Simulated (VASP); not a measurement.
# HfBe2Si2 (I4/mmm) in VASP: notebook

Runs on HfBe2Si2. Level: PBE. Tasks: single point.

Everything below comes from runs of VASP 6.6.1. Logs are shortened: lines on timing, memory, paths and dates and some standing lists are left out, and cuts for length are marked.

## 1. The cell of the first run

It takes space group I4/mmm (No. 139, tetragonal). Conventional cell: a = 3.551 Å, b = 3.551 Å, c = 9.482 Å, α = 90.00°, β = 90.00°, γ = 90.00°. Hf (site symmetry 4/mmm) has 10 Be at 2.76 to 3.58 Å and 8 Si at 2.96 Å and 4 Hf at 3.55 Å within 3.6 Å. Be (site symmetry 4mm) has 4 Si at 2.15 Å and 1 Be at 2.31 Å and 4 Hf at 2.76 Å within 2.8 Å. Within 2.8 Å of Si (site symmetry -4m2) lie 4 Be at 2.15 Å and 4 Si at 2.51 Å.

The cell was generated, and may not be a known phase.

## 2. Single point, PBE

Contents of INCAR:

```
SYSTEM = HfBe2Si2
PREC = Accurate
ENCUT = 520
EDIFF = 1E-6
ISMEAR = 0
SIGMA = 0.1
LREAL = .FALSE.
LASPH = .TRUE.
NELM = 100
ALGO = Normal
ISIF = 2
LWAVE = .FALSE.
LCHARG = .FALSE.
GGA = PE
NBANDS = 19
```

Contents of KPOINTS:

```
regular mesh
0
G
  6 6 6
  0 0 0
```

Contents of POSCAR:

```
HfBe2Si2
1.0
   -1.7753016000      1.7753016000      4.7410400600
    1.7753016000     -1.7753016000      4.7410400600
    1.7753016000      1.7753016000     -4.7410400600
Hf Be Si
1 2 2
Direct
    0.0000000000      0.0000000000      0.0000000000
    0.3779999900      0.3779999900      0.0000000000
    0.6220000100      0.6220000100      0.0000000000
    0.7500000000      0.2500000000      0.5000000000
    0.2500000000      0.7500000000      0.5000000000
```

Potentials or basis: VASP PAW PBE potentials, release 64 (Hf_pv, Be, Si).

The run is started by

```console
$ cat potpaw_PBE.64/Hf_pv/POTCAR potpaw_PBE.64/Be/POTCAR potpaw_PBE.64/Si/POTCAR > POTCAR
$ mpirun -np 1 vasp_std > vasp.out
```

OUTCAR:

```text
SYSTEM = HfBe2Si2
   PREC = Accurate
   ENCUT = 520
   EDIFF = 1E-6
   ISMEAR = 0
   LREAL = .FALSE.
   LASPH = .TRUE.
   NELM = 100
   ISIF = 2
   GGA = PE

 ion  position               nearest neighbor table
   1  0.000  0.000  0.000-   3 2.76   3 2.76   3 2.76   2 2.76   3 2.76   2 2.76   2 2.76   2 2.76
                             5 2.96   4 2.96   5 2.96   4 2.96   4 2.96   4 2.96   5 2.96   5 2.96
   2  0.378  0.378  0.000-   4 2.15   5 2.15   5 2.15   4 2.15   3 2.31   1 2.76   1 2.76   1 2.76
                             1 2.76
   3  0.622  0.622  0.000-   5 2.15   4 2.15   4 2.15   5 2.15   2 2.31   1 2.76   1 2.76   1 2.76
                             1 2.76
   4  0.750  0.250  0.500-   2 2.15   3 2.15   2 2.15   3 2.15   5 2.51   5 2.51   5 2.51   5 2.51
                             1 2.96   1 2.96   1 2.96   1 2.96
   5  0.250  0.750  0.500-   2 2.15   3 2.15   2 2.15   3 2.15   4 2.51   4 2.51   4 2.51   4 2.51
                             1 2.96   1 2.96   1 2.96   1 2.96

  LATTYP: Found a body centered tetragonal cell.
 ALAT       =     3.5506032000
 C/A-ratio  =     2.6705547159

  Lattice vectors:

 A1 = (  -1.7753016000,   1.7753016000,   4.7410400600)
 A2 = (   1.7753016000,  -1.7753016000,   4.7410400600)
 A3 = (   1.7753016000,   1.7753016000,  -4.7410400600)

Analysis of symmetry for initial positions (statically):
=====================================================================
 Subroutine PRICEL returns:
 Original cell was already a primitive cell.

 Routine SETGRP: Setting up the symmetry group for a
 body centered tetragonal supercell.

 Subroutine GETGRP returns: Found 16 space group operations
 (whereof 16 operations were pure point group operations)
 out of a pool of 16 trial point group operations.

The static configuration has the point symmetry D_4h.

Analysis of symmetry for dynamics (positions and initial velocities):
=====================================================================
 Subroutine PRICEL returns:
 Original cell was already a primitive cell.

 Routine SETGRP: Setting up the symmetry group for a
 body centered tetragonal supercell.

 Subroutine GETGRP returns: Found 16 space group operations
 (whereof 16 operations were pure point group operations)
 out of a pool of 16 trial point group operations.

The dynamic configuration has the point symmetry D_4h.

 Subroutine INISYM returns: Found 16 space group operations
 (whereof 16 operations are pure point group operations),
 and found     1 'primitive' translations

----------------------------------------------------------------------------------------

                                     Primitive cell

  volume of cell :      59.7693

  direct lattice vectors                    reciprocal lattice vectors
    -1.775301600  1.775301600  4.741040060     0.000000000  0.281642285  0.105462091
     1.775301600 -1.775301600  4.741040060     0.281642285  0.000000000  0.105462091
     1.775301600  1.775301600 -4.741040060     0.281642285  0.281642285  0.000000000

  length of vectors
     5.364778876  5.364778876  5.364778876     0.300740136  0.300740136  0.398302340

  position of ions in fractional coordinates (direct lattice)
     0.000000000  0.000000000  0.000000000
     0.377999990  0.377999990  0.000000000
     0.622000010  0.622000010  0.000000000
     0.750000000  0.250000000  0.500000000
     0.250000000  0.750000000  0.500000000

  ion indices of the primitive-cell ions
   primitive index   ion index
                 1           1
                 2           2
                 3           3
                 4           4
                 5           5

----------------------------------------------------------------------------------------

 KPOINTS: regular mesh

Automatic generation of k-mesh.
 Grid dimensions read from file:
 generate k-points for:    6    6    6

 Generating k-lattice:

  Cartesian coordinates                     Fractional coordinates (reciprocal lattice)
     0.000000000  0.046940381  0.017577015     0.166666667 -0.000000000  0.000000000
     0.046940381  0.000000000  0.017577015    -0.000000000  0.166666667  0.000000000
     0.046940381  0.046940381  0.000000000     0.000000000  0.000000000  0.166666667

  Length of vectors
     0.050123356  0.050123356  0.066383723

  Shift w.r.t. Gamma in fractional coordinates (k-lattice)
     0.000000000  0.000000000  0.000000000

 Subroutine IBZKPT returns following result:
 ===========================================

 Found     30 irreducible k-points:

 Following reciprocal coordinates:
            Coordinates               Weight
  0.000000  0.000000  0.000000      1.000000
  0.166667  0.000000 -0.000000      8.000000
  0.333333  0.000000 -0.000000      8.000000
  0.500000  0.000000  0.000000      4.000000
  0.166667  0.166667 -0.000000      8.000000
  0.333333  0.166667 -0.000000     16.000000
[... 16 lines left out ...]
 -0.333333 -0.333333  0.166667      8.000000
 -0.166667 -0.333333  0.166667      8.000000
 [... further k-points ...]
   k-points           NKPTS =     30   k-points in BZ     NKDIM =     30   number of bands    NBANDS=     19
   number of dos      NEDOS =    301   number of ions     NIONS =      5
   total plane-waves  NPLWV =  64000
   dimension x,y,z NGX =    40 NGY =   40 NGZ =   40
   dimension x,y,z NGXF=    80 NGYF=   80 NGZF=   80
   ions per type =               1   2   2
   NGX,Y,Z   is equivalent  to a cutoff of  12.40, 12.40, 12.40 a.u.
   NGXF,Y,Z  is equivalent  to a cutoff of  24.79, 24.79, 24.79 a.u.
 SYSTEM =  HfBe2Si2
   PREC   = accura    normal or accurate (medium, high low for compatibility)
   ISTART =      0    job   : 0-new  1-cont  2-samecut
   ICHARG =      2    charge: 1-file 2-atom 10-const
   ISPIN  =      1    spin polarized calculation?
   LNONCOLLINEAR =      F non collinear calculations
   LSORBIT =      F    spin-orbit coupling
   LASPH  =      T    aspherical Exc in radial PAW
   ENCUT  =  520.0 eV  38.22 Ry    6.18 a.u.   9.97  9.97  9.97*2*pi/ulx,y,z
   NELM   =    100;   NELMIN=  2; NELMDL= -5     # of ELM steps
   EDIFF  = 0.1E-05   stopping-criterion for ELM
   LREAL  =      F    real-space projection
   EDIFFG = 0.1E-04   stopping-criterion for IOM
   NSW    =      0    number of steps for IOM
   IBRION =     -1    ionic relax: 0-MD 1-quasi-New 2-CG
   NFREE  =      0    steps in history (QN), initial steepest desc. (CG)
   ISIF   =      2    stress and relaxation
   ISYM   =      2    0-nonsym 1-usesym 2-fastsym
   POTIM  = 0.5000    time-step for ionic-motion
   TEBEG  =    0.0;   TEEND  =   0.0 temperature during run
   PSTRESS=    0.0 pullay stress
   NELECT =      22.0000    total number of electrons
   NUPDOWN=      -1.0000    fix difference up-down
   EMIN   =  10.00;   EMAX   =-10.00  energy-range for DOS
   EFERMI =   0.00;   METHOD = LEGACY
   ISMEAR =     0;   SIGMA  =   0.10  broadening in eV -4-tet -1-fermi 0-gaus
   EFERMI_NEDOS =   21; number of points for ismear=-14 and -15
   IALGO  =     38    algorithm
   IMIX   =      4    mixing-type and parameters
     AMIX     =   0.40;   BMIX     =  1.00
     AMIX_MAG =   1.60;   BMIX_MAG =  1.00
  volume/ion in A,a.u.               =      11.95        80.67
  Fermi-wavevector in a.u.,A,eV,Ry     =   1.173248  2.217117 18.728562  1.376510
  Thomas-Fermi vector in A             =   2.309664
   LORBIT       =      0    0 simple, 1 ext, 2 COOP (PROOUT), +10 PAW based schemes
   GGA     = PE    functional components
   LHFCALC =     F    Hartree Fock is set to
   AEXX    =    0.0000 exact exchange contribution
   IVDW    =     0    specifies the selected vdW correction
   LEPSILON=     F    determine dielectric tensor
   LRPA    =     F    only Hartree local field effects (RPA)
 non-spin polarized calculation
 Gauss-broadening in eV      SIGMA  =   0.10
  energy-cutoff  :      520.00
  volume of cell :       59.77
 maximum number of plane-waves:      1638
   NGX = 19   NGY = 19   NGZ = 19

 number of electron      22.0000000 magnetization

 Free energy of the ion-electron system (eV)
  ---------------------------------------------------
  ext. energy  EPLUGINS =         0.00000000
  ---------------------------------------------------
  free energy    TOTEN  =       -28.02531954 eV

  energy without entropy =      -28.01156029  energy(sigma->0) =      -28.01843991

 E-fermi :   9.2933     XC(G=0): -11.5209

 val. band max:        9.2768170085   @ k =  -0.1667  -0.1667   0.1667
 cond. band min:       9.3092013995   @ k =  -0.3333   0.1667   0.0000
 fundamental gap:      0.0323843909
 Fermi energy:         9.2932884281

 k-point     1 :       0.0000    0.0000    0.0000
  band No.  band energies     occupation
      1     -22.1980      2.00000
      2     -22.0099      2.00000
      3     -22.0099      2.00000
      4      -5.0807      2.00000
      5       3.1193      2.00000
      6       3.1565      2.00000
[... 11 lines left out ...]
     18      15.2909      0.00000
     19      16.1174      0.00000

 k-point     2 :       0.1667    0.0000   -0.0000
  band No.  band energies     occupation
      1     -22.1945      2.00000
      2     -22.0476      2.00000
      3     -22.0064      2.00000
      4      -4.7357      2.00000
      5       2.1508      2.00000
      6       2.7749      2.00000
[... 11 lines left out ...]
     18      13.6395      0.00000
     19      14.5234      0.00000

 k-point     3 :       0.3333    0.0000   -0.0000
  band No.  band energies     occupation
      1     -22.1874      2.00000
      2     -22.1221      2.00000
      3     -21.9994      2.00000
      4      -3.7420      2.00000
      5      -0.1413      2.00000
      6       2.7298      2.00000
[... 11 lines left out ...]
     18      14.0641      0.00000
     19      14.1721      0.00000

 k-point     4 :       0.5000    0.0000    0.0000
  band No.  band energies     occupation
      1     -22.1840      2.00000
      2     -22.1588      2.00000
      3     -21.9959      2.00000
      4      -2.3734      2.00000
      5      -1.9691      2.00000
      6       3.0230      2.00000
[... 11 lines left out ...]
     18      14.2490      0.00000
     19      16.4779      0.00000

 k-point     5 :       0.1667    0.1667   -0.0000
  band No.  band energies     occupation
      1     -22.1915      2.00000
      2     -22.0449      2.00000
      3     -22.0430      2.00000
      4      -4.3455      2.00000
      5       2.1586      2.00000
      6       2.2060      2.00000
[... 11 lines left out ...]
     18      14.2009      0.00000
     19      15.0285      0.00000

 k-point     6 :       0.3333    0.1667   -0.0000
  band No.  band energies     occupation
      1     -22.1839      2.00000
      2     -22.1179      2.00000
      3     -22.0364      2.00000
      4      -3.3482      2.00000
      5       0.0883      2.00000
      6       2.4577      2.00000
[... 11 lines left out ...]
     18      14.7612      0.00000
     19      15.3124      0.00000

 k-point     7 :       0.5000    0.1667   -0.0000
  band No.  band energies     occupation
      1     -22.1793      2.00000
      2     -22.1544      2.00000
      3     -22.0326      2.00000
      4      -2.0548      2.00000
      5      -1.7233      2.00000
      6       3.2797      2.00000
[... 11 lines left out ...]
     18      14.4599      0.00000
     19      15.5029      0.00000

 k-point     8 :      -0.3333    0.1667    0.0000
  band No.  band energies     occupation
      1     -22.1823      2.00000
      2     -22.1179      2.00000
      3     -22.0363      2.00000
      4      -3.4993      2.00000
      5       0.1105      2.00000
      6       3.2029      2.00000
[... 256 lines left out ...]
 k-point    20 :       0.5000    0.5000    0.1667
  band No.  band energies     occupation
      1     -22.1756      2.00000
      2     -22.1099      2.00000
      3     -22.1093      2.00000
      4      -2.3319      2.00000
      5       0.6084      2.00000
      6       1.2273      2.00000
[... 11 lines left out ...]
     18      14.7745      0.00000
     19      15.8653      0.00000

 k-point    21 :      -0.3333    0.5000    0.1667
  band No.  band energies     occupation
      1     -22.1854      2.00000
      2     -22.1180      2.00000
      3     -22.0365      2.00000
      4      -3.1746      2.00000
      5       0.0304      2.00000
      6       1.8626      2.00000
[... 11 lines left out ...]
     18      15.3705      0.00000
     19      15.7425      0.00000

 k-point    22 :      -0.1667    0.5000    0.1667
  band No.  band energies     occupation
      1     -22.1895      2.00000
      2     -22.1222      2.00000
      3     -21.9995      2.00000
      4      -3.5368      2.00000
      5      -0.2115      2.00000
      6       1.7979      2.00000
[... 11 lines left out ...]
     18      14.5935      0.00000
     19      15.8234      0.00000

 k-point    23 :      -0.3333   -0.3333    0.1667
  band No.  band energies     occupation
      1     -22.1945      2.00000
      2     -22.0449      2.00000
      3     -22.0433      2.00000
      4      -4.1106      2.00000
      5       1.2130      2.00000
      6       2.2400      2.00000
[... 11 lines left out ...]
     18      14.2412      0.00000
     19      14.6712      0.00000

 k-point    24 :      -0.1667   -0.3333    0.1667
  band No.  band energies     occupation
      1     -22.1976      2.00000
      2     -22.0478      2.00000
      3     -22.0066      2.00000
      4      -4.5319      2.00000
      5       1.3597      2.00000
      6       2.2684      2.00000
[... 11 lines left out ...]
     18      14.3282      0.00000
     19      15.0985      0.00000

 [... further k-points ...]
[... 5 lines left out ...]
  --------------------------------------------------------------------------------------
  -------------------------------------------------------------------------------------
  Total        5.4301712      5.4301712      1.1553727      0.0000000     -0.0000000      0.0000000
  in kB      145.5613904    145.5613904     30.9709692      0.0000000     -0.0000000      0.0000000
  external PRESSURE =     107.3645833 kB  Pullay stress =       0.0000000 kB

 VOLUME and BASIS-vectors are now :
 -----------------------------------------------------------------------------
  energy-cutoff  :      520.00
  volume of cell :       59.77
      direct lattice vectors                 reciprocal lattice vectors
    -1.775301600  1.775301600  4.741040060     0.000000000  0.281642285  0.105462091
     1.775301600 -1.775301600  4.741040060     0.281642285  0.000000000  0.105462091
     1.775301600  1.775301600 -4.741040060     0.281642285  0.281642285  0.000000000

 POSITION                                       TOTAL-FORCE (eV/Angst)
 -----------------------------------------------------------------------------------
      0.00000      0.00000      0.00000         0.000000      0.000000      0.000000
      0.00000      0.00000      3.58423         0.000000      0.000000      2.454994
      0.00000      0.00000      5.89785        -0.000000     -0.000000     -2.454994
     -0.00000      1.77530      2.37052         0.000000      0.000000      0.000000
      1.77530     -0.00000      2.37052         0.000000      0.000000      0.000000
 -----------------------------------------------------------------------------------
    total drift:                               -0.000000     -0.000000     -0.000000

  FREE ENERGIE OF THE ION-ELECTRON SYSTEM (eV)
  ---------------------------------------------------
  free  energy   TOTEN  =       -28.0253195357 eV

  energy  without entropy=      -28.0115602912  energy(sigma->0) =      -28.01843991
```

Wall time 60 s (1 thread of Oxide Virtual Turin-like, shared host); peak memory 0.22 GiB.

Results:

- Free energy: -28.0253 eV
- Pressure: 10.7 GPa
- Largest force: 2.455 eV/Å
- Band gap on the k mesh: zero (bands 11 and 12 overlap by 1.43 eV)

Forces on the atoms (eV/Å):
```
Hf   0.000  0.000  0.000
Be   0.000  0.000  2.455
Be   0.000  0.000 -2.455
Si   0.000  0.000  0.000
Si   0.000  0.000  0.000
```

Stress tensor (GPa, compression positive):
```
14.56  0.00  0.00
 0.00 14.56  0.00
 0.00  0.00  3.10
```

Levels at points of the mesh, in eV from the Fermi level:
```
           k point  band 7  band 8  band 9  band 10  band 11  band 12  band 13  band 14  band 15  band 16
(0.00, 0.00, 0.00)   -5.16   -5.16   -2.59    -2.33    -0.85     0.27     0.27     2.16     2.31     3.19
(0.50, 0.00, 0.00)   -5.27   -3.20   -2.46    -2.14    -1.66    -0.21     1.25     1.31     2.27     2.93
(0.50, 0.50, 0.00)   -8.10   -4.87   -4.72    -4.39    -0.06     1.07     1.80     1.84     3.94     4.03
(0.50, 0.50, 0.50)   -4.80   -3.99   -2.62    -1.62    -0.83    -0.83     1.61     2.02     2.33     2.42
```

Caveat: the stress differs along the axes, from 3 to 15 GPa; spin-orbit coupling is left out, which moves the levels of the heavy elements; forces of over 1 eV/Å act on the atoms, so gaps and moduli don't describe the material at rest.

(Continued in part 2 of 2.)

The gap in the log of VASP goes by the Fermi energy; the results here count the filled bands.